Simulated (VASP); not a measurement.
# LiMgBN2 (I-4m2) in VASP: further runs, part 3 of 3

VASP 6.6.1. The steps go on from the part before.

**4. Single point, PBE (strain +0.080 along x and y, -0.080 along z)**

Input file INCAR:

```
  ALGO = Normal
  EDIFF = 1E-6
  ENCUT = 520
  GGA = PE
  ISIF = 2
  ISMEAR = 0
  LASPH = True
  LCHARG = False
  LREAL = False
  LWAVE = False
  NBANDS = 17
  NELM = 80
  PREC = Accurate
  SIGMA = 0.05
```

Input file KPOINTS:

```
k-points
0
Gamma
  8 8 8
```

Input file POSCAR:

```
LiMgBN2
1.0
   -2.0624284800      2.0624284800      4.0880402400
    2.0624284800     -2.0624284800      4.0880402400
    2.0624284800      2.0624284800     -4.0880402400
Li Mg B N
1 1 1 2
Direct
    0.2500000000      0.7500000000      0.5000000000
    0.7500000000      0.2500000000      0.5000000000
    0.5000000000      0.5000000000      0.0000000000
    0.6512635000      0.6512635000      0.0000000000
    0.3487365000      0.3487365000      0.0000000000
```

Potentials or basis: VASP PAW PBE potentials, release 64 (Li_sv, Mg, B, N).

Run with:

```sh
$ cat potpaw_PBE.64/Li_sv/POTCAR potpaw_PBE.64/Mg/POTCAR potpaw_PBE.64/B/POTCAR potpaw_PBE.64/N/POTCAR > POTCAR
$ mpirun -np 1 vasp_std > vasp.out
```

OUTCAR:

```text
EDIFF = 1E-6
   ENCUT = 520
   GGA = PE
   ISIF = 2
   ISMEAR = 0
   LASPH = True
   LREAL = False
   NELM = 80
   PREC = Accurate

 ion  position               nearest neighbor table
   1  0.250  0.750  0.500-   2 2.92   2 2.92   2 2.92   2 2.92
   2  0.750  0.250  0.500-   5 2.21   4 2.21   5 2.21   4 2.21   3 2.90   3 2.90   3 2.90   3 2.90
                             1 2.92   1 2.92   1 2.92   1 2.92
   3  0.500  0.500  0.000-   4 1.24   5 1.24   2 2.90   2 2.90   2 2.90   2 2.90
   4  0.651  0.651  0.000-   3 1.24   2 2.21   2 2.21
   5  0.349  0.349  0.000-   3 1.24   2 2.21   2 2.21

  LATTYP: Found a body centered tetragonal cell.
 ALAT       =     4.1248569600
 C/A-ratio  =     1.9821488501

  Lattice vectors:

 A1 = (  -2.0624284800,   2.0624284800,   4.0880402400)
 A2 = (   2.0624284800,  -2.0624284800,   4.0880402400)
 A3 = (   2.0624284800,   2.0624284800,  -4.0880402400)

Analysis of symmetry for initial positions (statically):
=====================================================================
 Subroutine PRICEL returns:
 Original cell was already a primitive cell.

 Routine SETGRP: Setting up the symmetry group for a
 body centered tetragonal supercell.

 Subroutine GETGRP returns: Found  8 space group operations
 (whereof  8 operations were pure point group operations)
 out of a pool of 16 trial point group operations.

The static configuration has the point symmetry D_2d.

Analysis of symmetry for dynamics (positions and initial velocities):
=====================================================================
 Subroutine PRICEL returns:
 Original cell was already a primitive cell.

 Routine SETGRP: Setting up the symmetry group for a
 body centered tetragonal supercell.

 Subroutine GETGRP returns: Found  8 space group operations
 (whereof  8 operations were pure point group operations)
 out of a pool of 16 trial point group operations.

[... 122 lines left out ...]
   EFERMI_NEDOS =   21; number of points for ismear=-14 and -15
   IALGO  =     38    algorithm
   IMIX   =      4    mixing-type and parameters
     AMIX     =   0.40;   BMIX     =  1.00
     AMIX_MAG =   1.60;   BMIX_MAG =  1.00
  volume/ion in A,a.u.               =      13.91        93.88
  Fermi-wavevector in a.u.,A,eV,Ry     =   1.043249  1.971455 14.808155  1.088369
  Thomas-Fermi vector in A             =   2.177950
   LORBIT       =      0    0 simple, 1 ext, 2 COOP (PROOUT), +10 PAW based schemes
   GGA     = PE    functional components
   LHFCALC =     F    Hartree Fock is set to
   AEXX    =    0.0000 exact exchange contribution
   IVDW    =     0    specifies the selected vdW correction
   LEPSILON=     F    determine dielectric tensor
   LRPA    =     F    only Hartree local field effects (RPA)
 non-spin polarized calculation
 Gauss-broadening in eV      SIGMA  =   0.05
  energy-cutoff  :      520.00
  volume of cell :       69.56
 maximum number of plane-waves:      1907
 NGX is ok and might be reduce to    40
   NGX = 19   NGY = 19   NGZ = 19

 number of electron      18.0000002 magnetization

 Free energy of the ion-electron system (eV)
  ---------------------------------------------------
  ext. energy  EPLUGINS =         0.00000000
  ---------------------------------------------------
  free energy    TOTEN  =       -30.40519334 eV

  energy without entropy =      -30.40519334  energy(sigma->0) =      -30.40519334

 E-fermi :   1.1219     XC(G=0):  -8.1591

 val. band max:        0.7648849258   @ k =   0.5000   0.5000   0.5000
 cond. band min:       2.9325913951   @ k =   0.0000   0.0000   0.0000
 fundamental gap:      2.1677064693
 Fermi energy:         1.1219456964

 k-point     1 :       0.0000    0.0000    0.0000
  band No.  band energies     occupation
      1     -43.3368      2.00000
      2     -13.8829      2.00000
      3     -12.9540      2.00000
      4      -3.4101      2.00000
      5      -2.0215      2.00000
      6      -2.0215      2.00000
[... 457 lines left out ...]
      4      -3.5390      2.00000
      5      -2.9231      2.00000
      6      -2.7200      2.00000
[... 9 lines left out ...]
     16      11.2804      0.00000
     17      12.5009      0.00000

 [... further k-points ...]
[... 5 lines left out ...]
  --------------------------------------------------------------------------------------
  -------------------------------------------------------------------------------------
  Total       -4.5231942     -4.5231942     19.6223215      0.0000000      0.0000000      0.0000000
  in kB     -104.1892406   -104.1892406    451.9891628      0.0000000      0.0000000      0.0000000
  external PRESSURE =      81.2035605 kB  Pullay stress =       0.0000000 kB

 VOLUME and BASIS-vectors are now :
 -----------------------------------------------------------------------------
  energy-cutoff  :      520.00
  volume of cell :       69.56
      direct lattice vectors                 reciprocal lattice vectors
    -2.062428480  2.062428480  4.088040240     0.000000000  0.242432649  0.122307994
     2.062428480 -2.062428480  4.088040240     0.242432649  0.000000000  0.122307994
     2.062428480  2.062428480 -4.088040240     0.242432649  0.242432649  0.000000000

 POSITION                                       TOTAL-FORCE (eV/Angst)
 -----------------------------------------------------------------------------------
      2.06243     -0.00000      2.04402        -0.000000     -0.000000      0.000000
     -0.00000      2.06243      2.04402        -0.000000     -0.000000     -0.000000
      0.00000      0.00000      4.08804        -0.000000     -0.000000     -0.000000
      0.00000      0.00000      5.32478        -0.000000     -0.000000      8.389259
      0.00000      0.00000      2.85130         0.000000      0.000000     -8.389259
 -----------------------------------------------------------------------------------
    total drift:                                0.000000     -0.000000     -0.000000

  FREE ENERGIE OF THE ION-ELECTRON SYSTEM (eV)
  ---------------------------------------------------
  free  energy   TOTEN  =       -30.4051933386 eV

  energy  without entropy=      -30.4051933386  energy(sigma->0) =      -30.40519334
```

OSZICAR:

```text
N       E                     dE             d eps       ncg     rms          rms(c)
DAV:   1     0.852667087333E+02    0.85267E+02   -0.81895E+03  2006   0.981E+02
DAV:   2    -0.281398565162E+02   -0.11341E+03   -0.10686E+03  2532   0.222E+02
DAV:   3    -0.383272730245E+02   -0.10187E+02   -0.10142E+02  3501   0.631E+01
DAV:   4    -0.384824882343E+02   -0.15522E+00   -0.15493E+00  2742   0.709E+00
DAV:   5    -0.384881673854E+02   -0.56792E-02   -0.56785E-02  2973   0.106E+00    0.142E+01
DAV:   6    -0.308294851107E+02    0.76587E+01   -0.17074E+01  2455   0.251E+01    0.536E+00
DAV:   7    -0.304844988450E+02    0.34499E+00   -0.12463E+00  2695   0.692E+00    0.351E+00
DAV:   8    -0.304010970290E+02    0.83402E-01   -0.34250E-01  2464   0.391E+00    0.691E-01
DAV:   9    -0.303995081258E+02    0.15889E-02   -0.55101E-02  2800   0.157E+00    0.374E-01
DAV:  10    -0.304034222658E+02   -0.39141E-02   -0.10196E-02  2207   0.739E-01    0.161E-01
DAV:  11    -0.304049801327E+02   -0.15579E-02   -0.21147E-03  2150   0.284E-01    0.104E-01
DAV:  12    -0.304051518102E+02   -0.17168E-03   -0.53867E-04  2304   0.145E-01    0.284E-02
DAV:  13    -0.304051896407E+02   -0.37830E-04   -0.76164E-05  2164   0.613E-02    0.119E-02
DAV:  14    -0.304051931531E+02   -0.35124E-05   -0.90643E-06  2647   0.213E-02    0.375E-03
DAV:  15    -0.304051933386E+02   -0.18549E-06   -0.15488E-06  2220   0.891E-03
   1 F= -.30405193E+02 E0= -.30405193E+02  d E =-.785599E-26
```

It took 62 s on 1 thread of Intel Xeon 6975P-C (Granite Rapids), shared host; peak memory 0.28 GiB.

Results:

* Free energy: -30.4052 eV
* Largest force: 8.389 eV/Å
* Band gap on the k mesh: 2.17 eV, indirect (least direct gap 3.07 eV)

Forces on the atoms (eV/Å):
```
Li   0.000  0.000  0.000
Mg   0.000  0.000  0.000
B    0.000  0.000  0.000
N    0.000  0.000  8.389
N    0.000  0.000 -8.389
```

Levels at points of the mesh, in eV from the valence-band top:
```tsv
k point	band 5	band 6	band 7	band 8	band 9	band 10	band 11	band 12	band 13	band 14
(0.00, 0.00, 0.00)	-2.79	-2.79	-2.38	-1.38	-1.38	2.17	6.56	7.29	8.41	8.41
(0.50, 0.00, 0.00)	-3.77	-3.07	-2.59	-0.87	-0.68	4.56	5.43	7.28	7.60	8.85
(0.50, 0.50, 0.00)	-3.65	-3.33	-3.08	-1.83	-0.17	4.95	6.63	6.76	7.77	8.19
(0.50, 0.50, 0.50)	-3.53	-3.53	-3.23	0.00	0.00	3.07	5.46	7.21	7.21	7.82
```

Caveat: the cell differs from its parent crystal (strain +0.080 along x and y, -0.080 along z); the cutoff is under 1.25 times the usual one of these potentials, so pressure, stress and relaxed cells hold a basis-set (Pulay) error; forces of over 1 eV/Å act on the atoms, so gaps and moduli don't describe the material at rest. A k mesh can miss the band edges.

**5. Single point, PBE (strain +0.000 along x and y, +0.080 along z)**

Input file INCAR:

```
SYSTEM = LiMgBN2
ALGO = Normal
EDIFF = 1E-6
ENCUT = 520
GGA = PE
ISIF = 2
ISMEAR = 0
LASPH = .True.
LCHARG = .False.
LREAL = .False.
LWAVE = .False.
NBANDS = 17
NELM = 80
PREC = Accurate
SIGMA = 0.05
```

Input file KPOINTS:

```
k-points
0
Gamma
  8 8 8
  0 0 0
```

Edit POSCAR of step 4 so:

```diff
@@ -2,5 +2,5 @@
 1.0
-   -2.0624284800      2.0624284800      4.0880402400
-    2.0624284800     -2.0624284800      4.0880402400
-    2.0624284800      2.0624284800     -4.0880402400
+   -1.9096560000      1.9096560000      4.7990037600
+    1.9096560000     -1.9096560000      4.7990037600
+    1.9096560000      1.9096560000     -4.7990037600
 Li Mg B N
```

Potentials or basis: VASP PAW PBE potentials, release 64 (Li_sv, Mg, B, N).

Run with:

```sh
$ cat potpaw_PBE.64/Li_sv/POTCAR potpaw_PBE.64/Mg/POTCAR potpaw_PBE.64/B/POTCAR potpaw_PBE.64/N/POTCAR > POTCAR
$ mpirun -np 1 vasp_std > vasp.out
```

OUTCAR:

```text
SYSTEM = LiMgBN2
   EDIFF = 1E-6
   ENCUT = 520
   GGA = PE
   ISIF = 2
   ISMEAR = 0
   LASPH = .True.
   LREAL = .False.
   NELM = 80
   PREC = Accurate

 ion  position               nearest neighbor table
   1  0.250  0.750  0.500-   5 2.13   4 2.13   5 2.13   4 2.13   2 2.70   2 2.70   2 2.70   2 2.70

   2  0.750  0.250  0.500-   5 2.13   4 2.13   5 2.13   4 2.13   1 2.70   1 2.70   1 2.70   1 2.70

   3  0.500  0.500  0.000-   4 1.45   5 1.45
   4  0.651  0.651  0.000-   3 1.45   2 2.13   1 2.13   1 2.13   2 2.13
   5  0.349  0.349  0.000-   3 1.45   2 2.13   1 2.13   1 2.13   2 2.13

  LATTYP: Found a body centered tetragonal cell.
[... 684 lines left out ...]
  -------------------------------------------------------------------------------------
  Total       -0.8486047     -0.8486047    -13.9302966      0.0000000     -0.0000000      0.0000000
  in kB      -19.4220311    -19.4220311   -318.8229528      0.0000000     -0.0000000      0.0000000
  external PRESSURE =    -119.2223383 kB  Pullay stress =       0.0000000 kB

 VOLUME and BASIS-vectors are now :
 -----------------------------------------------------------------------------
  energy-cutoff  :      520.00
  volume of cell :       70.00
      direct lattice vectors                 reciprocal lattice vectors
    -1.909656000  1.909656000  4.799003760     0.000000000  0.261827261  0.104188291
     1.909656000 -1.909656000  4.799003760     0.261827261  0.000000000  0.104188291
     1.909656000  1.909656000 -4.799003760     0.261827261  0.261827261  0.000000000

 POSITION                                       TOTAL-FORCE (eV/Angst)
 -----------------------------------------------------------------------------------
      1.90966      0.00000      2.39950         0.000000      0.000000      0.000000
      0.00000      1.90966      2.39950         0.000000      0.000000      0.000000
      0.00000      0.00000      4.79900         0.000000      0.000000     -0.000000
      0.00000      0.00000      6.25083         0.000000      0.000000     -3.644185
      0.00000      0.00000      3.34718        -0.000000     -0.000000      3.644185
 -----------------------------------------------------------------------------------
    total drift:                               -0.000000      0.000000      0.000000

  FREE ENERGIE OF THE ION-ELECTRON SYSTEM (eV)
  ---------------------------------------------------
  free  energy   TOTEN  =       -30.9865646696 eV

  energy  without entropy=      -30.9865646696  energy(sigma->0) =      -30.98656467
```

It took 93 s on 1 thread of Intel Xeon 6975P-C (Granite Rapids), shared host; peak memory 0.29 GiB.

What came out:

```
Free energy            : -30.9866 eV
Largest force          : 3.644 eV/Å
Band gap on the k mesh : 2.43 eV, indirect (least direct gap 3.52 eV)
```

Forces on the atoms (eV/Å):
```
Li   0.000  0.000  0.000
Mg   0.000  0.000  0.000
B    0.000  0.000  0.000
N    0.000  0.000 -3.644
N    0.000  0.000  3.644
```

Caveat: the cell differs from its parent crystal (strain +0.000 along x and y, +0.080 along z); the cutoff is under 1.25 times the usual one of these potentials, so pressure, stress and relaxed cells hold a basis-set (Pulay) error; forces of over 1 eV/Å act on the atoms, so gaps and moduli don't describe the material at rest.

**6. The runs side by side**

```tsv
cell	gap on the mesh (eV)	largest force (eV/Å)
a = 4.960 Å, angles 132.8, 132.8, 69.0°, 5 atoms	2.44	7.95
a = 5.353 Å, angles 138.2, 138.2, 60.6°, 5 atoms	2.53	2.14
a = 5.022 Å, angles 131.5, 131.5, 71.0°, 5 atoms	2.17	8.39
a = 5.507 Å, angles 139.4, 139.4, 58.7°, 5 atoms	2.43	3.64
```

Alike in all rows: task single point; level PBE; potentials or basis VASP PAW PBE potentials, release 64 (Li_sv, Mg, B, N); no spin polarisation; k mesh 8 × 8 × 8; cutoff (eV) 520; smearing gaussian 0.05 eV.

Caveats: the cutoff is under 1.25 times the usual one of these potentials, so pressure, stress and relaxed cells hold a basis-set (Pulay) error; forces of over 1 eV/Å act on the atoms, so gaps and moduli don't describe the material at rest.

Absolute energies hang on the potentials; compare differences alone.
